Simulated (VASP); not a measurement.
**CrCuO2: single point with PBE+U**

The system is CrCuO2.

```
CELL_PARAMETERS angstrom
1.48670 0.85835 5.70000
-1.48670 0.85835 5.70000
0.00000 -1.71669 5.70000
ATOMIC_POSITIONS crystal
Cu 0.00000 0.00000 0.00000
O 0.10792 0.10792 0.10792
O 0.89208 0.89208 0.89208
Cr 0.50000 0.50000 0.50000
```

- Program: VASP 6.6.1
- Task: single point
- Functional: PBE
- Potentials or basis: VASP PAW PBE potentials, release 64 (Cu, O, Cr_pv)
- Cutoff: 600 eV
- k mesh: 8 × 8 × 8
- Occupations: fermi-dirac, width 0.02 eV
- Spin: collinear spin, ferromagnetic start
- Starting moments: [1.0, 0.0, 0.0, 3.0] μB
- Hubbard terms: Cr d U = 5.8 eV, Cu d U = 6.7 eV

```
Pressure                                              : 10.8 GPa
Largest force                                         : 0.746 eV/Å
Band gap on the k mesh                                : 2.55 eV (least direct gap 3.10 eV)
Net moment                                            : 3.00 μB per cell
Site moments                                          : Cu +0.01; O -0.04; Cr +3.01 μB
Valence electrons inside the program's atomic spheres : Cu 10.14; O 5.08; Cr 10.67
```

Forces in eV/Å, atoms in the order of the input:
```
Cu   0.000  0.000  0.000
O    0.000  0.000 -0.746
O    0.000  0.000  0.746
Cr   0.000  0.000  0.000
```

Stress tensor (GPa, compression positive):
```
12.73  0.00  0.00
 0.00 12.73  0.00
 0.00  0.00  6.93
```

Levels at points of the mesh, in eV from the valence-band top:
Spin up:
| k point | band 17 | band 18 | band 19 | band 20 | band 21 | band 22 |
| --- | --- | --- | --- | --- | --- | --- |
| (0.00, 0.00, 0.00) | -1.86 | -1.57 | -1.57 | 2.99 | 4.26 | 4.26 |
| (0.50, 0.00, 0.00) | -1.73 | -1.43 | -0.15 | 3.67 | 4.10 | 4.33 |
| (0.00, 0.50, 0.00) | -1.73 | -1.43 | -0.15 | 3.67 | 4.10 | 4.33 |
| (0.00, 0.00, 0.50) | -1.73 | -1.43 | -0.15 | 3.67 | 4.10 | 4.33 |
| (0.50, 0.50, 0.00) | -1.81 | -1.47 | -0.04 | 3.65 | 4.23 | 4.26 |
| (0.50, 0.00, 0.50) | -1.81 | -1.47 | -0.04 | 3.65 | 4.23 | 4.26 |
| (0.00, 0.50, 0.50) | -1.81 | -1.47 | -0.04 | 3.65 | 4.23 | 4.26 |
| (0.50, 0.50, 0.50) | -1.41 | -0.73 | -0.73 | 4.12 | 4.12 | 4.24 |
Spin down:
| k point | band 14 | band 15 | band 16 | band 17 | band 18 | band 19 |
| --- | --- | --- | --- | --- | --- | --- |
| (0.00, 0.00, 0.00) | -1.94 | -1.64 | -1.64 | 2.79 | 4.80 | 4.80 |
| (0.50, 0.00, 0.00) | -1.71 | -1.43 | -0.13 | 3.42 | 4.93 | 5.57 |
| (0.00, 0.50, 0.00) | -1.71 | -1.43 | -0.13 | 3.42 | 4.93 | 5.57 |
| (0.00, 0.00, 0.50) | -1.71 | -1.43 | -0.13 | 3.42 | 4.93 | 5.57 |
| (0.50, 0.50, 0.00) | -2.01 | -1.72 | -0.30 | 4.26 | 4.36 | 5.49 |
| (0.50, 0.00, 0.50) | -2.01 | -1.72 | -0.30 | 4.26 | 4.36 | 5.49 |
| (0.00, 0.50, 0.50) | -2.01 | -1.72 | -0.30 | 4.26 | 4.36 | 5.49 |
| (0.50, 0.50, 0.50) | -2.60 | -0.78 | -0.78 | 4.25 | 4.79 | 4.79 |

Eigenvalues of the final occupation matrices:
```csv
site,spin,trace,eigenvalues
site 1 d,1,4.73,0.88 0.96 0.96 0.97 0.97
site 1 d,2,4.74,0.88 0.96 0.96 0.97 0.97
site 4 d,1,3.49,0.30 0.30 0.96 0.96 0.96
site 4 d,2,0.53,0.04 0.04 0.04 0.21 0.21
```

Wall time 18 min on 1 thread of Intel(R) Xeon(R) 6975P-C (Granite Rapids), with other jobs on the host, peak memory 0.88 GiB.

Caveat: the stress differs along the axes, from 7 to 13 GPa; an empty level that is flat over the whole mesh can mark a ghost state of the potentials, or a narrow d or f band. The state reached can hang on the start; a lower one may exist.
